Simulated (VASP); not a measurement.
# AlN (P6_3/mmc) in VASP: notebook

AlN is run at these levels: PBE; tasks: single point.

Everything below comes from runs of VASP 6.6.1. Logs are shortened: lines on timing, memory, paths and dates and some standing lists are left out, and cuts for length are marked.

## Step 1: The cell of the first run

It takes space group P6_3/mmc (No. 194, hexagonal). The conventional cell has a = 2.879 Å, b = 2.879 Å, c = 4.920 Å, α = 90.00°, β = 90.00°, γ = 120.00°. Within 2.7 Å of Al (site symmetry -3m) lie 6 N at 2.07 Å and 2 Al at 2.46 Å. N (site symmetry -6m2) has 6 Al at 2.07 Å within 2.7 Å.

## Step 2: Single point, PBE (volume changed by +5%)

The input, INCAR:

```
PREC     = Accurate       # precision mode
ENCUT    = 520            # plane-wave cutoff, eV
EDIFF    = 1E-6           # SCF threshold, eV
ISMEAR   = 0              # smearing method
SIGMA    = 0.01           # smearing width, eV
LREAL    = False          # projectors in reciprocal space
LASPH    = True           # aspherical terms in the spheres
NELM     = 60             # most SCF steps
ALGO     = Normal         # electronic algorithm
ISIF     = 2              # what is computed and relaxed
LWAVE    = False          # write WAVECAR
LCHARG   = True           # write CHGCAR
GGA      = PE             # functional
LELF     = True           # ELF
LVHAR    = True         
NBANDS   = 16             # bands
```

The input, KPOINTS:

```
regular mesh
0
Gamma
  6 6 4
```

The input, POSCAR:

```
AlN
1.0
    2.8793015822      0.0000000000      0.0000000000
   -1.4396507911      2.4935483154      0.0000000000
    0.0000000000      0.0000000000      4.9203857771
Al N
2 2
Direct
    0.0000000000      0.0000000000      0.0000000000
    0.0000000000      0.0000000000      0.5000000000
    0.3333333333      0.6666666667      0.2500000000
    0.6666666667      0.3333333333      0.7500000000
```

Potentials or basis: VASP PAW PBE potentials, release 64 (Al, N).

Started as:

```bash
$ cat potpaw_PBE.64/Al/POTCAR potpaw_PBE.64/N/POTCAR > POTCAR
$ mpirun -np 1 vasp_std > vasp.out
```

OUTCAR:

```text
PREC = Accurate
   ENCUT = 520
   EDIFF = 1E-6
   ISMEAR = 0
   LREAL = False
   LASPH = True
   NELM = 60
   ISIF = 2
   GGA = PE

 ion  position               nearest neighbor table
   1  0.000  0.000  0.000-   3 2.07   4 2.07   4 2.07   3 2.07   4 2.07   3 2.07   2 2.46   2 2.46

   2  0.000  0.000  0.500-   3 2.07   4 2.07   4 2.07   3 2.07   4 2.07   3 2.07   1 2.46   1 2.46

   3  0.333  0.667  0.250-   1 2.07   2 2.07   1 2.07   2 2.07   1 2.07   2 2.07
   4  0.667  0.333  0.750-   1 2.07   2 2.07   1 2.07   2 2.07   1 2.07   2 2.07

  LATTYP: Found a hexagonal cell.
 ALAT       =     2.8793015822
 C/A-ratio  =     1.7088816981

  Lattice vectors:

 A1 = (   2.8793015822,   0.0000000000,   0.0000000000)
 A2 = (  -1.4396507911,   2.4935483154,   0.0000000000)
 A3 = (   0.0000000000,   0.0000000000,   4.9203857771)

Analysis of symmetry for initial positions (statically):
=====================================================================
 Subroutine PRICEL returns:
 Original cell was already a primitive cell.

 Routine SETGRP: Setting up the symmetry group for a
 hexagonal supercell.

 Subroutine GETGRP returns: Found 24 space group operations
 (whereof 12 operations were pure point group operations)
 out of a pool of 24 trial point group operations.

The static configuration has the point symmetry D_3d.
 The point group associated with its full space group is D_6h.

Analysis of symmetry for dynamics (positions and initial velocities):
=====================================================================
 Subroutine PRICEL returns:
 Original cell was already a primitive cell.

 Routine SETGRP: Setting up the symmetry group for a
 hexagonal supercell.

 Subroutine GETGRP returns: Found 24 space group operations
 (whereof 12 operations were pure point group operations)
 out of a pool of 24 trial point group operations.

The dynamic configuration has the point symmetry D_3d.
 The point group associated with its full space group is D_6h.

 Subroutine INISYM returns: Found 24 space group operations
 (whereof 12 operations are pure point group operations),
 and found     1 'primitive' translations

----------------------------------------------------------------------------------------

                                     Primitive cell

  volume of cell :      35.3268

  direct lattice vectors                    reciprocal lattice vectors
     2.879301582  0.000000000  0.000000000     0.347306446  0.200517470  0.000000000
    -1.439650791  2.493548315  0.000000000     0.000000000  0.401034940  0.000000000
     0.000000000  0.000000000  4.920385777     0.000000000  0.000000000  0.203236097

  length of vectors
     2.879301582  2.879301582  4.920385777     0.401034940  0.401034940  0.203236097

  position of ions in fractional coordinates (direct lattice)
     0.000000000  0.000000000  0.000000000
     0.000000000  0.000000000  0.500000000
     0.333333333  0.666666667  0.250000000
     0.666666667  0.333333333  0.750000000

  ion indices of the primitive-cell ions
   primitive index   ion index
                 1           1
                 2           2
                 3           3
                 4           4

----------------------------------------------------------------------------------------

 KPOINTS: regular mesh

Automatic generation of k-mesh.
 Grid dimensions read from file:
 generate k-points for:    6    6    4

 Generating k-lattice:

  Cartesian coordinates                     Fractional coordinates (reciprocal lattice)
     0.057884408  0.033419578  0.000000000     0.166666667  0.000000000  0.000000000
     0.000000000  0.066839157  0.000000000     0.000000000  0.166666667  0.000000000
     0.000000000  0.000000000  0.050809024     0.000000000  0.000000000  0.250000000

  Length of vectors
     0.066839157  0.066839157  0.050809024

  Shift w.r.t. Gamma in fractional coordinates (k-lattice)
     0.000000000  0.000000000  0.000000000

 Subroutine IBZKPT returns following result:
 ===========================================

 Found     21 irreducible k-points:

 Following reciprocal coordinates:
            Coordinates               Weight
  0.000000  0.000000  0.000000      1.000000
  0.166667 -0.000000  0.000000      6.000000
  0.333333 -0.000000  0.000000      6.000000
  0.500000 -0.000000  0.000000      3.000000
  0.166667  0.166667  0.000000      6.000000
  0.333333  0.166667  0.000000     12.000000
[... 13 lines left out ...]
  0.333333  0.166667  0.500000     12.000000
  0.333333  0.333333  0.500000      2.000000
   k-points           NKPTS =     21   k-points in BZ     NKDIM =     21   number of bands    NBANDS=     16
   number of dos      NEDOS =    301   number of ions     NIONS =      4
   total plane-waves  NPLWV =  23040
   dimension x,y,z NGX =    24 NGY =   24 NGZ =   40
   dimension x,y,z NGXF=    48 NGYF=   48 NGZF=   80
   ions per type =               2   2
   NGX,Y,Z   is equivalent  to a cutoff of  13.86, 13.86, 13.51 a.u.
   NGXF,Y,Z  is equivalent  to a cutoff of  27.71, 27.71, 27.03 a.u.
 SYSTEM =  unknown system
   PREC   = accura    normal or accurate (medium, high low for compatibility)
   ISTART =      0    job   : 0-new  1-cont  2-samecut
   ICHARG =      2    charge: 1-file 2-atom 10-const
   ISPIN  =      1    spin polarized calculation?
   LNONCOLLINEAR =      F non collinear calculations
   LSORBIT =      F    spin-orbit coupling
   LASPH  =      T    aspherical Exc in radial PAW
   ENCUT  =  520.0 eV  38.22 Ry    6.18 a.u.   5.35  5.35  9.15*2*pi/ulx,y,z
   NELM   =     60;   NELMIN=  2; NELMDL= -5     # of ELM steps
   EDIFF  = 0.1E-05   stopping-criterion for ELM
   LREAL  =      F    real-space projection
   EDIFFG = 0.1E-04   stopping-criterion for IOM
   NSW    =      0    number of steps for IOM
   IBRION =     -1    ionic relax: 0-MD 1-quasi-New 2-CG
   NFREE  =      0    steps in history (QN), initial steepest desc. (CG)
   ISIF   =      2    stress and relaxation
   ISYM   =      2    0-nonsym 1-usesym 2-fastsym
   POTIM  = 0.5000    time-step for ionic-motion
   TEBEG  =    0.0;   TEEND  =   0.0 temperature during run
   PSTRESS=    0.0 pullay stress
   NELECT =      16.0000    total number of electrons
   NUPDOWN=      -1.0000    fix difference up-down
   EMIN   =  10.00;   EMAX   =-10.00  energy-range for DOS
   EFERMI =   0.00;   METHOD = LEGACY
   ISMEAR =     0;   SIGMA  =   0.01  broadening in eV -4-tet -1-fermi 0-gaus
   EFERMI_NEDOS =   21; number of points for ismear=-14 and -15
   IALGO  =     38    algorithm
   IMIX   =      4    mixing-type and parameters
     AMIX     =   0.40;   BMIX     =  1.00
     AMIX_MAG =   1.60;   BMIX_MAG =  1.00
  volume/ion in A,a.u.               =       8.83        59.60
  Fermi-wavevector in a.u.,A,eV,Ry     =   1.257226  2.375813 21.505613  1.580618
  Thomas-Fermi vector in A             =   2.390896
   LORBIT       =      0    0 simple, 1 ext, 2 COOP (PROOUT), +10 PAW based schemes
   GGA     = PE    functional components
   LHFCALC =     F    Hartree Fock is set to
   AEXX    =    0.0000 exact exchange contribution
   IVDW    =     0    specifies the selected vdW correction
   LEPSILON=     F    determine dielectric tensor
   LRPA    =     F    only Hartree local field effects (RPA)
 non-spin polarized calculation
 Gauss-broadening in eV      SIGMA  =   0.01
  energy-cutoff  :      520.00
  volume of cell :       35.33
 maximum number of plane-waves:       972
 NGX is ok and might be reduce to    24
   NGX = 11   NGY = 11   NGZ = 19

 number of electron      15.9999997 magnetization

 Free energy of the ion-electron system (eV)
  ---------------------------------------------------
  ext. energy  EPLUGINS =         0.00000000
  ---------------------------------------------------
  free energy    TOTEN  =       -28.43582121 eV

  energy without entropy =      -28.43582121  energy(sigma->0) =      -28.43582121

 E-fermi :   9.2447     XC(G=0): -11.9511

 val. band max:        9.1840495502   @ k =   0.0000   0.0000   0.0000
 cond. band min:      13.6852451763   @ k =   0.0000   0.0000   0.0000
 fundamental gap:      4.5011956261
 Fermi energy:         9.2447254268

 k-point     1 :       0.0000    0.0000    0.0000
  band No.  band energies     occupation
      1      -7.8971      2.00000
      2      -5.1443      2.00000
      3       0.8953      2.00000
      4       8.4058      2.00000
      5       8.4058      2.00000
      6       8.6534      2.00000
[... 8 lines left out ...]
     15      22.3325      0.00000
     16      22.3325      0.00000

 k-point     2 :       0.1667   -0.0000    0.0000
  band No.  band energies     occupation
      1      -7.4115      2.00000
      2      -4.8292      2.00000
      3       1.4299      2.00000
      4       6.3390      2.00000
      5       7.3203      2.00000
      6       7.8710      2.00000
[... 8 lines left out ...]
     15      21.6628      0.00000
     16      22.3399      0.00000

 k-point     3 :       0.3333   -0.0000    0.0000
  band No.  band energies     occupation
      1      -6.0924      2.00000
      2      -4.1706      2.00000
      3       2.9064      2.00000
      4       3.2222      2.00000
      5       4.6104      2.00000
      6       7.0704      2.00000
[... 8 lines left out ...]
     15      20.5235      0.00000
     16      24.4800      0.00000

 k-point     4 :       0.5000   -0.0000    0.0000
  band No.  band energies     occupation
      1      -4.8438      2.00000
      2      -4.1421      2.00000
      3       1.8636      2.00000
      4       3.2368      2.00000
      5       4.3609      2.00000
      6       6.2527      2.00000
[... 8 lines left out ...]
     15      21.0080      0.00000
     16      24.6553      0.00000
[... 267 lines left out ...]
 k-point    19 :       0.1667    0.1667    0.5000
  band No.  band energies     occupation
      1      -5.6004      2.00000
      2      -5.6004      2.00000
      3       3.9242      2.00000
      4       3.9242      2.00000
      5       6.0989      2.00000
      6       6.0989      2.00000
[... 8 lines left out ...]
     15      21.3698      0.00000
     16      21.3698      0.00000

 k-point    20 :       0.3333    0.1667    0.5000
  band No.  band energies     occupation
      1      -4.5093      2.00000
      2      -4.5093      2.00000
      3       2.4120      2.00000
      4       2.4120      2.00000
      5       5.3209      2.00000
      6       5.3209      2.00000
[... 8 lines left out ...]
     15      21.6190      0.00000
     16      21.6190      0.00000

 k-point    21 :       0.3333    0.3333    0.5000
  band No.  band energies     occupation
      1      -4.0780      2.00000
      2      -4.0780      2.00000
      3       3.1948      2.00000
      4       3.1948      2.00000
      5       3.2082      2.00000
      6       3.2082      2.00000
[... 8 lines left out ...]
     15      21.1219      0.00000
     16      21.1219      0.00000

------------------------ aborting loop because EDIFF is reached ----------------------------------------

  FORCE on cell =-STRESS in cart. coord.  units (eV):
  Direction    XX          YY          ZZ          XY          YZ          ZX
  --------------------------------------------------------------------------------------
  -------------------------------------------------------------------------------------
  Total       -1.2309445     -1.2309445     -1.3833252      0.0000000      0.0000000      0.0000000
  in kB      -55.8270875    -55.8270875    -62.7380155      0.0000000      0.0000000      0.0000000
  external PRESSURE =     -58.1307302 kB  Pullay stress =       0.0000000 kB

 VOLUME and BASIS-vectors are now :
 -----------------------------------------------------------------------------
  energy-cutoff  :      520.00
  volume of cell :       35.33
      direct lattice vectors                 reciprocal lattice vectors
     2.879301582  0.000000000  0.000000000     0.347306446  0.200517470  0.000000000
    -1.439650791  2.493548315  0.000000000     0.000000000  0.401034940  0.000000000
     0.000000000  0.000000000  4.920385777     0.000000000  0.000000000  0.203236097

 POSITION                                       TOTAL-FORCE (eV/Angst)
 -----------------------------------------------------------------------------------
      0.00000      0.00000      0.00000        -0.000000      0.000000     -0.000000
      0.00000      0.00000      2.46019        -0.000000      0.000000     -0.000000
     -0.00000      1.66237      1.23010         0.000000     -0.000000      0.000000
      1.43965      0.83118      3.69029        -0.000000      0.000000     -0.000000
 -----------------------------------------------------------------------------------
    total drift:                               -0.000000      0.000000     -0.000000

  FREE ENERGIE OF THE ION-ELECTRON SYSTEM (eV)
  ---------------------------------------------------
  free  energy   TOTEN  =       -28.4358212111 eV

  energy  without entropy=      -28.4358212111  energy(sigma->0) =      -28.43582121
```

Run time: 5.6 s. Hardware: 1 thread of Intel Xeon Platinum 8559C (Emerald Rapids), shared host; peak memory 0.14 GiB.

What came out:

| Property | Result |
| --- | --- |
| Free energy | -28.4358 eV |
| Pressure | -5.8 GPa |
| Band gap on the k mesh | 4.50 eV, direct |

 A k mesh can miss the band edges.

[end of part 1 of 2]
